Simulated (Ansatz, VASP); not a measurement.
AlO2 in VASP and in Ansatz

```
Al O
1.0
     4.33854    0.00000    0.00000
     0.00000    4.33854    0.00000
     0.00000    0.00000    3.52602
Al O
2 4
Cartesian
  0.0000 0.0000 1.7630
  2.1693 2.1693 0.0000
  3.2539 1.0846 0.8815
  1.0846 3.2539 0.8815
  1.0846 1.0846 2.6445
  3.2539 3.2539 2.6445
```

Alike in both runs: functional PBE; k mesh 4 × 4 × 4; occupations gaussian, width 0.1 eV; no spin polarisation.

Ansatz relaxed the structure, and its values are those at the end. VASP's run is a single point on that final structure, the one shown.

|  | VASP | Ansatz |
| --- | --- | --- |
| version | VASP 6.6.1 | Ansatz 0.2.0 |
| potentials or method | VASP PAW PBE potentials, release 64 (Al, O), cutoff 520 eV | scalar-relativistic, plane waves, PAW |
| valence electrons in the cell | 30 | 30 |

```tsv
	VASP	Ansatz	Ansatz less VASP
gap on the k mesh at the Fermi level (eV)	none	none	-
pressure (GPa)	-0.2	0.0	+0.18
```

A gap of «none» marks a metal or a gap that the smearing closes.

The k mesh is coarse, so the values compare programs but aren't converged.
